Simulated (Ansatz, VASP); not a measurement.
## TlAgS2 in VASP and in Ansatz

```
Tl Ag S
1.0
     4.20270    0.00000    0.00000
     0.00000    4.20270    0.00000
     0.00000    0.00000    5.99284
Tl Ag S
1 1 2
Direct
  0.50000 0.50000 0.50000
  0.00000 0.00000 0.00000
  0.50000 0.00000 0.24092
  0.00000 0.50000 0.75908
```

Alike in both runs: task single point; functional PBE; k mesh 12 × 12 × 8; occupations gaussian, width 0.1 eV; no spin polarisation.

|  | VASP | Ansatz |
| --- | --- | --- |
| version | VASP 6.6.1 | Ansatz 0.2.0 |
| potentials or method | VASP PAW PBE potentials, release 64 (Tl_d, Ag, S), cutoff 520 eV | scalar-relativistic, plane waves, PAW |
| valence electrons in the cell | 36 | 44 |

```tsv
	VASP	Ansatz	Ansatz less VASP
gap on the k mesh at the Fermi level (eV)	none	none	-
pressure (GPa)	-0.1	0.0	+0.08
```

A gap of «none» marks a metal or a gap that the smearing closes. VASP's potentials hold 36 valence electrons a cell and Ansatz's 44, so a difference there can come from the potentials and not from the codes.

Neither program's run includes spin-orbit coupling.
